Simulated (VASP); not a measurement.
# ScAl3 (Pm-3m) in VASP: a series of runs

Runs on ScAl3. Level: PBEsol. Tasks: single point.

All numbers are computed with VASP 6.6.1; they aren't measurements. Logs are shortened: lines on timing, memory, paths and dates and some standing lists are left out, and cuts for length are marked.

## 1. The cell of the first run

It takes space group Pm-3m (No. 221, cubic). Conventional cell: a = 3.976 Å, b = 3.976 Å, c = 3.976 Å, α = 90.00°, β = 90.00°, γ = 90.00°. Sc (site symmetry m-3m) has 12 Al at 2.81 Å within 3.7 Å. Within 3.7 Å of Al (site symmetry 4/mmm) lie 4 Sc at 2.81 Å and 8 Al at 2.81 Å.

## 2. Single point, PBEsol

The input, INCAR:

```
ALGO = Normal
EDIFF = 1E-6
ENCUT = 520
GGA = PS
ISIF = 2
ISMEAR = 0
LASPH = T
LCHARG = T
LELF = T
LREAL = F
LVHAR = T
LWAVE = F
NBANDS = 18
NELM = 60
PREC = Accurate
SIGMA = 0.2
```

The input, KPOINTS:

```
k-points
0
Gamma
  7 7 7
```

The input, POSCAR:

```
ScAl3
1.0
    3.9757554119      0.0000000000      0.0000000000
    0.0000000000      3.9757554119      0.0000000000
    0.0000000000      0.0000000000      3.9757554119
Sc Al
1 3
Direct
    0.0000000000      0.0000000000      0.0000000000
    0.5000000000      0.0000000000      0.5000000000
    0.0000000000      0.5000000000      0.5000000000
    0.5000000000      0.5000000000      0.0000000000
```

Potentials or basis: VASP PAW PBE potentials, release 64 (Sc_sv, Al).

The run is started by

```console
cat potpaw_PBE.64/Sc_sv/POTCAR potpaw_PBE.64/Al/POTCAR > POTCAR
mpirun -np 1 vasp_std > vasp.out
```

OUTCAR:

```text
EDIFF = 1E-6
   ENCUT = 520
   GGA = PS
   ISIF = 2
   ISMEAR = 0
   LASPH = T
   LREAL = F
   NELM = 60
   PREC = Accurate

 ion  position               nearest neighbor table
   1  0.000  0.000  0.000-   2 2.81   3 2.81   4 2.81   2 2.81   3 2.81   3 2.81   4 2.81   3 2.81
                             2 2.81   4 2.81   2 2.81   4 2.81
   2  0.500  0.000  0.500-   1 2.81   3 2.81   4 2.81   1 2.81   4 2.81   3 2.81   4 2.81   4 2.81
                             1 2.81   3 2.81   1 2.81   3 2.81
   3  0.000  0.500  0.500-   1 2.81   2 2.81   4 2.81   1 2.81   4 2.81   1 2.81   2 2.81   1 2.81
                             2 2.81   4 2.81   4 2.81   2 2.81
   4  0.500  0.500  0.000-   1 2.81   2 2.81   3 2.81   2 2.81   3 2.81   1 2.81   2 2.81   2 2.81
                             1 2.81   3 2.81   3 2.81   1 2.81

  LATTYP: Found a simple cubic cell.
 ALAT       =     3.9757554119

  Lattice vectors:

 A1 = (   3.9757554119,   0.0000000000,   0.0000000000)
 A2 = (   0.0000000000,   3.9757554119,   0.0000000000)
 A3 = (   0.0000000000,   0.0000000000,   3.9757554119)

Analysis of symmetry for initial positions (statically):
=====================================================================
 Subroutine PRICEL returns:
 Original cell was already a primitive cell.

 Routine SETGRP: Setting up the symmetry group for a
 simple cubic supercell.

 Subroutine GETGRP returns: Found 48 space group operations
 (whereof 48 operations were pure point group operations)
 out of a pool of 48 trial point group operations.

The static configuration has the point symmetry O_h .

Analysis of symmetry for dynamics (positions and initial velocities):
=====================================================================
 Subroutine PRICEL returns:
 Original cell was already a primitive cell.

 Routine SETGRP: Setting up the symmetry group for a
 simple cubic supercell.

 Subroutine GETGRP returns: Found 48 space group operations
 (whereof 48 operations were pure point group operations)
 out of a pool of 48 trial point group operations.

The dynamic configuration has the point symmetry O_h .

 Subroutine INISYM returns: Found 48 space group operations
 (whereof 48 operations are pure point group operations),
 and found     1 'primitive' translations

----------------------------------------------------------------------------------------

                                     Primitive cell

  volume of cell :      62.8433

  direct lattice vectors                    reciprocal lattice vectors
     3.975755412  0.000000000  0.000000000     0.251524527  0.000000000  0.000000000
     0.000000000  3.975755412  0.000000000     0.000000000  0.251524527  0.000000000
     0.000000000  0.000000000  3.975755412     0.000000000  0.000000000  0.251524527

  length of vectors
     3.975755412  3.975755412  3.975755412     0.251524527  0.251524527  0.251524527

  position of ions in fractional coordinates (direct lattice)
     0.000000000  0.000000000  0.000000000
     0.500000000  0.000000000  0.500000000
     0.000000000  0.500000000  0.500000000
     0.500000000  0.500000000  0.000000000

  ion indices of the primitive-cell ions
   primitive index   ion index
                 1           1
                 2           2
                 3           3
                 4           4

----------------------------------------------------------------------------------------

 KPOINTS: k-points

Automatic generation of k-mesh.
 Grid dimensions read from file:
 generate k-points for:    7    7    7

 Generating k-lattice:

  Cartesian coordinates                     Fractional coordinates (reciprocal lattice)
     0.035932075  0.000000000  0.000000000     0.142857143  0.000000000  0.000000000
     0.000000000  0.035932075  0.000000000     0.000000000  0.142857143  0.000000000
     0.000000000  0.000000000  0.035932075     0.000000000  0.000000000  0.142857143

  Length of vectors
     0.035932075  0.035932075  0.035932075

  Shift w.r.t. Gamma in fractional coordinates (k-lattice)
     0.000000000  0.000000000  0.000000000

 Subroutine IBZKPT returns following result:
 ===========================================

 Found     20 irreducible k-points:

 Following reciprocal coordinates:
            Coordinates               Weight
  0.000000  0.000000  0.000000      1.000000
  0.142857  0.000000  0.000000      6.000000
  0.285714  0.000000  0.000000      6.000000
  0.428571  0.000000  0.000000      6.000000
  0.142857  0.142857  0.000000     12.000000
  0.285714  0.142857  0.000000     24.000000
[... 12 lines left out ...]
  0.428571  0.428571  0.285714     24.000000
  0.428571  0.428571  0.428571      8.000000
   k-points           NKPTS =     20   k-points in BZ     NKDIM =     20   number of bands    NBANDS=     18
   number of dos      NEDOS =    301   number of ions     NIONS =      4
   total plane-waves  NPLWV =  27000
   dimension x,y,z NGX =    30 NGY =   30 NGZ =   30
   dimension x,y,z NGXF=    60 NGYF=   60 NGZF=   60
   ions per type =               1   3
   NGX,Y,Z   is equivalent  to a cutoff of  12.54, 12.54, 12.54 a.u.
   NGXF,Y,Z  is equivalent  to a cutoff of  25.09, 25.09, 25.09 a.u.
 SYSTEM =  unknown system
   PREC   = accura    normal or accurate (medium, high low for compatibility)
   ISTART =      0    job   : 0-new  1-cont  2-samecut
   ICHARG =      2    charge: 1-file 2-atom 10-const
   ISPIN  =      1    spin polarized calculation?
   LNONCOLLINEAR =      F non collinear calculations
   LSORBIT =      F    spin-orbit coupling
   LASPH  =      T    aspherical Exc in radial PAW
   ENCUT  =  520.0 eV  38.22 Ry    6.18 a.u.   7.39  7.39  7.39*2*pi/ulx,y,z
   NELM   =     60;   NELMIN=  2; NELMDL= -5     # of ELM steps
   EDIFF  = 0.1E-05   stopping-criterion for ELM
   LREAL  =      F    real-space projection
   EDIFFG = 0.1E-04   stopping-criterion for IOM
   NSW    =      0    number of steps for IOM
   IBRION =     -1    ionic relax: 0-MD 1-quasi-New 2-CG
   NFREE  =      0    steps in history (QN), initial steepest desc. (CG)
   ISIF   =      2    stress and relaxation
   ISYM   =      2    0-nonsym 1-usesym 2-fastsym
   POTIM  = 0.5000    time-step for ionic-motion
   TEBEG  =    0.0;   TEEND  =   0.0 temperature during run
   PSTRESS=    0.0 pullay stress
   NELECT =      20.0000    total number of electrons
   NUPDOWN=      -1.0000    fix difference up-down
   EMIN   =  10.00;   EMAX   =-10.00  energy-range for DOS
   EFERMI =   0.00;   METHOD = LEGACY
   ISMEAR =     0;   SIGMA  =   0.20  broadening in eV -4-tet -1-fermi 0-gaus
   EFERMI_NEDOS =   21; number of points for ismear=-14 and -15
   IALGO  =     38    algorithm
   IMIX   =      4    mixing-type and parameters
     AMIX     =   0.40;   BMIX     =  1.00
     AMIX_MAG =   1.60;   BMIX_MAG =  1.00
  volume/ion in A,a.u.               =      15.71       106.02
  Fermi-wavevector in a.u.,A,eV,Ry     =   1.117717  2.112179 16.997638  1.249291
  Thomas-Fermi vector in A             =   2.254342
   LORBIT       =      0    0 simple, 1 ext, 2 COOP (PROOUT), +10 PAW based schemes
   GGA     = PS    functional components
   LHFCALC =     F    Hartree Fock is set to
   AEXX    =    0.0000 exact exchange contribution
   IVDW    =     0    specifies the selected vdW correction
   LEPSILON=     F    determine dielectric tensor
   LRPA    =     F    only Hartree local field effects (RPA)
 non-spin polarized calculation
 Gauss-broadening in eV      SIGMA  =   0.20
  energy-cutoff  :      520.00
  volume of cell :       62.84
 maximum number of plane-waves:      1743
 NGX is ok and might be reduce to    30
   NGX = 15   NGY = 15   NGZ = 15

 number of electron      20.0000007 magnetization

 Free energy of the ion-electron system (eV)
  ---------------------------------------------------
  ext. energy  EPLUGINS =         0.00000000
  ---------------------------------------------------
  free energy    TOTEN  =       -20.67115776 eV

  energy without entropy =      -20.64594897  energy(sigma->0) =      -20.65855337

 E-fermi :   7.8872     XC(G=0): -10.8299

 val. band max:        7.8473430618   @ k =   0.2857   0.0000   0.0000
 cond. band min:       7.9445265949   @ k =   0.2857   0.2857   0.0000
 fundamental gap:      0.0971835330
 Fermi energy:         7.8871990137

 k-point     1 :       0.0000    0.0000    0.0000
  band No.  band energies     occupation
      1     -40.5010      2.00000
      2     -19.3342      2.00000
      3     -19.3342      2.00000
      4     -19.3342      2.00000
      5      -2.4863      2.00000
      6       5.2315      2.00000
[... 10 lines left out ...]
     17      13.6976      0.00000
     18      13.6976      0.00000

 k-point     2 :       0.1429    0.0000    0.0000
  band No.  band energies     occupation
      1     -40.5006      2.00000
      2     -19.3435      2.00000
      3     -19.3335      2.00000
      4     -19.3335      2.00000
      5      -2.2851      2.00000
      6       3.9711      2.00000
[... 10 lines left out ...]
     17      13.7963      0.00000
     18      13.7963      0.00000

 k-point     3 :       0.2857    0.0000    0.0000
  band No.  band energies     occupation
      1     -40.4997      2.00000
      2     -19.3644      2.00000
      3     -19.3319      2.00000
      4     -19.3319      2.00000
      5      -1.6964      2.00000
      6       2.2595      2.00000
[... 10 lines left out ...]
     17      13.1438      0.00000
     18      14.4217      0.00000

 k-point     4 :       0.4286    0.0000    0.0000
  band No.  band energies     occupation
      1     -40.4990      2.00000
      2     -19.3811      2.00000
      3     -19.3306      2.00000
      4     -19.3306      2.00000
      5      -0.7992      2.00000
      6       0.7594      2.00000
[... 291 lines left out ...]
      4     -19.3545      2.00000
      5       0.5079      2.00000
      6       2.1329      2.00000
[... 10 lines left out ...]
     17      13.4143      0.00000
     18      14.6598      0.00000

 k-point    19 :       0.4286    0.4286    0.2857
  band No.  band energies     occupation
      1     -40.4959      2.00000
      2     -19.3704      2.00000
      3     -19.3701      2.00000
      4     -19.3534      2.00000
      5       1.2148      2.00000
      6       2.7063      2.00000
[... 10 lines left out ...]
     17      12.6136      0.00000
     18      15.7672      0.00000

 k-point    20 :       0.4286    0.4286    0.4286
  band No.  band energies     occupation
      1     -40.4952      2.00000
      2     -19.3683      2.00000
      3     -19.3678      2.00000
      4     -19.3678      2.00000
      5       1.9684      2.00000
      6       3.0594      2.00000
[... 10 lines left out ...]
     17      12.4758      0.00000
     18      17.9167      0.00000

------------------------ aborting loop because EDIFF is reached ----------------------------------------

  FORCE on cell =-STRESS in cart. coord.  units (eV):
  Direction    XX          YY          ZZ          XY          YZ          ZX
  --------------------------------------------------------------------------------------
  -------------------------------------------------------------------------------------
  Total        3.0298597      3.0298597      3.0298597      0.0000000      0.0000000      0.0000000
  in kB       77.2456676     77.2456676     77.2456676      0.0000000      0.0000000      0.0000000
  external PRESSURE =      77.2456676 kB  Pullay stress =       0.0000000 kB

 VOLUME and BASIS-vectors are now :
 -----------------------------------------------------------------------------
  energy-cutoff  :      520.00
  volume of cell :       62.84
      direct lattice vectors                 reciprocal lattice vectors
     3.975755412  0.000000000  0.000000000     0.251524527  0.000000000  0.000000000
     0.000000000  3.975755412  0.000000000     0.000000000  0.251524527  0.000000000
     0.000000000  0.000000000  3.975755412     0.000000000  0.000000000  0.251524527

 POSITION                                       TOTAL-FORCE (eV/Angst)
 -----------------------------------------------------------------------------------
      0.00000      0.00000      0.00000         0.000000      0.000000      0.000000
      1.98788      0.00000      1.98788         0.000000      0.000000      0.000000
      0.00000      1.98788      1.98788         0.000000      0.000000      0.000000
      1.98788      1.98788      0.00000         0.000000      0.000000      0.000000
 -----------------------------------------------------------------------------------
    total drift:                                0.000000     -0.000000      0.000000

  FREE ENERGIE OF THE ION-ELECTRON SYSTEM (eV)
  ---------------------------------------------------
  free  energy   TOTEN  =       -20.6711577634 eV

  energy  without entropy=      -20.6459489667  energy(sigma->0) =      -20.65855337
```

Wall time 10 s (1 thread of Intel Xeon 6975P-C (Granite Rapids), shared host); peak memory 0.17 GiB.

What came out:

```
Free energy            : -20.6712 eV
Pressure               : 7.7 GPa
Band gap on the k mesh : zero (band 10 reaches 8.98 eV, above the bottom of band 11 at 5.21 eV)
```

Levels at points of the mesh, in eV from the Fermi level:
```
           k point  band 8  band 9  band 10  band 11  band 12  band 13
(0.00, 0.00, 0.00)   -1.75   -1.75    -1.75     1.30     1.41     1.41
```

Caveat: the PAW data sets were made with another functional, which shifts forces and pressure a little.

## 3. Single point, PBEsol

This run uses another cell than the first one, of 16.17 Å³/atom, 1.029 times its volume.

The input, INCAR:

```
SYSTEM = ScAl3
  ALGO = Normal
  EDIFF = 1E-6
  ENCUT = 520
  GGA = PS
  ISIF = 2
  ISMEAR = 0
  LASPH = .TRUE.
  LCHARG = .TRUE.
  LELF = .TRUE.
  LREAL = .FALSE.
  LVHAR = .TRUE.
  LWAVE = .FALSE.
  NBANDS = 18
  NELM = 60
  PREC = Accurate
  SIGMA = 0.2
```

The input, KPOINTS:

```
k-points
0
G
  7 7 7
  0 0 0
```

The input, POSCAR:

```
ScAl3
1.0
    4.0138032301      0.0000000000      0.0000000000
    0.0000000000      4.0138032301      0.0000000000
    0.0000000000      0.0000000000      4.0138032301
Sc Al
1 3
Direct
    0.0000000000      0.0000000000      0.0000000000
    0.5000000000      0.0000000000      0.5000000000
    0.0000000000      0.5000000000      0.5000000000
    0.5000000000      0.5000000000      0.0000000000
```

Potentials or basis: VASP PAW PBE potentials, release 64 (Sc_sv, Al).

The run is started by

```console
cat potpaw_PBE.64/Sc_sv/POTCAR potpaw_PBE.64/Al/POTCAR > POTCAR
mpirun -np 1 vasp_std > vasp.out
```

Wall time 10 s (1 thread of Intel Xeon 6975P-C (Granite Rapids), shared host); peak memory 0.17 GiB.

Results (log left out):

- Free energy: -20.7403 eV
- Pressure: 4.4 GPa
- Band gap on the k mesh: zero (band 10 reaches 8.71 eV, above the bottom of band 11 at 4.97 eV)

Levels at points of the mesh, in eV from the Fermi level:
| k point | band 6 | band 7 | band 8 | band 9 | band 10 | band 11 | band 12 | band 13 | band 14 | band 15 |
| --- | --- | --- | --- | --- | --- | --- | --- | --- | --- | --- |
| (0.00, 0.00, 0.00) | -2.62 | -2.62 | -1.75 | -1.75 | -1.75 | 1.30 | 1.39 | 1.39 | 1.39 | 5.32 |

Caveat: the PAW data sets were made with another functional, which shifts forces and pressure a little.

## 4. Single point, PBEsol

This run uses another cell than the first one, of 16.62 Å³/atom, 1.058 times its volume.

The input, INCAR:

```
ALGO     = Normal         # electronic algorithm
EDIFF    = 1E-7           # SCF threshold, eV
ENCUT    = 520            # plane-wave cutoff, eV
GGA      = PS             # functional
ISIF     = 2              # what is computed and relaxed
ISMEAR   = 0              # smearing method
LASPH    = T              # aspherical terms in the spheres
LCHARG   = F              # write CHGCAR
LREAL    = F              # projectors in reciprocal space
LWAVE    = F              # write WAVECAR
NBANDS   = 18             # bands
NELM     = 100            # most SCF steps
PREC     = Accurate       # precision mode
SIGMA    = 0.2            # smearing width, eV
```

The input, KPOINTS:

```
k-points
0
Gamma
  7 7 7
```

The input, POSCAR:

```
ScAl3
1.0
    4.0511430788      0.0000000000      0.0000000000
    0.0000000000      4.0511430788      0.0000000000
    0.0000000000      0.0000000000      4.0511430788
Sc Al
1 3
Direct
    0.0000000000      0.0000000000      0.0000000000
    0.5000000000      0.0000000000      0.5000000000
    0.0000000000      0.5000000000      0.5000000000
    0.5000000000      0.5000000000      0.0000000000
```

The run is started by

```console
cat potpaw_PBE.64/Sc_sv/POTCAR potpaw_PBE.64/Al/POTCAR > POTCAR
mpirun -np 1 vasp_std > vasp.out
```

Run time: 11 s. Hardware: 1 thread of Intel Xeon 6975P-C (Granite Rapids), shared host; peak memory 0.17 GiB.

The run converged. Its results:

```yaml
Free_energy: -20.7743 eV
Pressure: 1.5 GPa
Band_gap_on_the_k_mesh: zero (band 10 reaches 8.45 eV, above the bottom of band 11 at 4.75 eV)
```

Levels at points of the mesh, in eV from the Fermi level:
| k point | band 8 | band 9 | band 10 | band 11 | band 12 | band 13 |
| --- | --- | --- | --- | --- | --- | --- |
| (0.00, 0.00, 0.00) | -1.74 | -1.74 | -1.74 | 1.29 | 1.37 | 1.37 |

Caveat: the PAW data sets were made with another functional, which shifts forces and pressure a little.

## 5. The runs side by side

| cell | gap on the mesh (eV) | pressure (GPa) |
| --- | --- | --- |
| a = 3.976 Å, 4 atoms | none | 7.7 |
| a = 4.014 Å, 4 atoms | none | 4.4 |
| a = 4.051 Å, 4 atoms | none | 1.5 |

Alike in all rows: task single point; level PBEsol; potentials or basis VASP PAW PBE potentials, release 64 (Sc_sv, Al); no spin polarisation; k mesh 7 × 7 × 7; cutoff (eV) 520; smearing gaussian 0.2 eV.

Caveats: the PAW data sets were made with another functional, which shifts forces and pressure a little.

Absolute energies hang on the potentials; compare differences alone.
